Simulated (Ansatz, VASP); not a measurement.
CsCl: VASP beside Ansatz

```
Cs Cl
1.0
     4.01205    0.00000    0.00000
     0.00000    4.01205    0.00000
     0.00000    0.00000    4.01205
Cs Cl
1 1
Direct
  0.00000 0.00000 0.00000
  0.50000 0.50000 0.50000
```

Alike in both runs: task single point; functional r2SCAN; k mesh 6 × 6 × 6; occupations gaussian, width 0.02 eV; no spin polarisation.

|  | VASP | Ansatz |
| --- | --- | --- |
| version | VASP 6.6.1 | Ansatz 0.2.0 |
| potentials or method | VASP PAW PBE potentials, release 64 (Cs_sv, Cl), cutoff 550 eV | scalar-relativistic, plane waves, PAW |
| valence electrons in the cell | 16 | 16 |

Ansatz gave:

```
gap on the k mesh at the Fermi level (eV) : 5.81
least direct gap on the mesh (eV)         : 5.81
pressure (GPa)                            : 2.2
```

Question: Estimate VASP's values.

Answer: gap on the k mesh at the Fermi level (eV): 5.80; least direct gap on the mesh (eV): 5.80; pressure (GPa): 2.3.

VASP's potentials were made for PBE, not for r2SCAN.

Spin-orbit coupling is off throughout.
